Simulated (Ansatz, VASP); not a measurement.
Two plane-wave programs on YF5

File INCAR:

```
  ALGO = Normal
  EDIFF = 1E-6
  EDIFFG = -0.04
  ENCUT = 600
  GGA = PE
  IBRION = 2
  ISIF = 3
  ISMEAR = 0
  LASPH = True
  LCHARG = False
  LREAL = False
  LWAVE = False
  NELM = 80
  NSW = 90
  PREC = Accurate
  SIGMA = 0.1
```

Contents of KPOINTS:

```
k-points
0
Gamma
  4 4 4
```

The input POSCAR:

```
YF5
1.0
    4.2341376600      0.0000000000      0.0000000000
    0.0000000000      4.2341376600      0.0000000000
    0.0000000000      0.0000000000      4.8784596300
Y F
1 5
Direct
    0.5000000000      0.5000000000      0.8452170100
    0.1811711600      0.0000000000      0.3158678800
    0.8188288400      0.0000000000      0.3158678800
    0.0000000000      0.1811711600      0.3158678800
    0.0000000000      0.8188288400      0.3158678800
    0.5000000000      0.5000000000      0.3958573100
```

Input for Ansatz:

```yaml
crystal:
  lattice:
    - [4.23413766, 0.0, 0.0]
    - [0.0, 4.23413766, 0.0]
    - [0.0, 0.0, 4.87845963]
  atoms:
    - { symbol: "Y", position: [0.5, 0.5, 0.84521701] }
    - { symbol: F, position: [0.18117116, 0.0, 0.31586788] }
    - { symbol: F, position: [0.81882884, 0.0, 0.31586788] }
    - { symbol: F, position: [0.0, 0.18117116, 0.31586788] }
    - { symbol: F, position: [0.0, 0.81882884, 0.31586788] }
    - { symbol: F, position: [0.5, 0.5, 0.39585731] }
basis:
  ecutwfc: 420
kpoints:
  mp_grid: { grid: [4, 4, 4] }
hamiltonian:
  xc: pbe
scf:
  occupations: { method: gaussian, width: 0.1 }
  lower_state_search: "off"
output:
  forces: true
  stress: true
  eigenvalues: true
relax:
  adjacent_minimum: "off"
  f_tol: 0.04
  max_steps: 70
  cell: { stress_tol: 0.4 }
```

Alike in both runs: task relaxation of cell and atoms; functional PBE; k mesh 4 × 4 × 4; occupations gaussian, width 0.1 eV; no spin polarisation.

```csv
,VASP,Ansatz
version,VASP 6.6.1,Ansatz 0.2.0
potentials or method,"VASP PAW PBE potentials, release 64 (Y_sv, F), cutoff 600 eV","scalar-relativistic, plane waves, PAW"
valence electrons in the cell,46,46
```

Ansatz gave:

* gap on the k mesh at the Fermi level, each at its own relaxed structure (eV): none
* relaxed volume (Å³/atom): 17.05
* relaxed length of the cell vector where the two differ most in proportion (Å): 4.871

Problem. Estimate VASP's values.

Solution. gap on the k mesh at the Fermi level, each at its own relaxed structure (eV): none; relaxed volume (Å³/atom): 16.86; relaxed length of the cell vector where the two differ most in proportion (Å): 4.846.

A gap of «none» marks a metal or a gap that the smearing closes.

The k mesh is coarse, so the values compare programs but aren't converged. Noted on VASP's run: the standard files for N, O and F lose accuracy on very short bonds; the volume moved by over 15 % at a fixed basis, so the end points are rough.
